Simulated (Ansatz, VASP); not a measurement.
## Two plane-wave programs on PbS

```
Pb S
1.0
     4.05533    0.00000    0.00000
    -2.02766    3.51202    0.00000
     0.00000    0.00000    3.75633
Pb S
1 1
Cartesian
  0.0000 0.0000 0.0000
  2.0277 1.1707 1.8782
```

Alike in both runs: task single point; functional LDA; k mesh 6 × 6 × 6; occupations fermi-dirac, width 0.05 eV; no spin polarisation.

|  | VASP | Ansatz |
| --- | --- | --- |
| version | VASP 6.6.1 | Ansatz 0.2.0 |
| potentials or method | VASP PAW LDA potentials, release 64 (Pb_d, S), cutoff 520 eV | plane waves, PAW |
| valence electrons in the cell | 20 | 20 |

|  | VASP | Ansatz | Ansatz less VASP |
| --- | --- | --- | --- |
| pressure (GPa) | -3.3 | -3.3 | -0.03 |

LDA's correlation is that of Perdew and Zunger in VASP and of Perdew and Wang (1992) in Ansatz.

Neither program's run includes spin-orbit coupling.
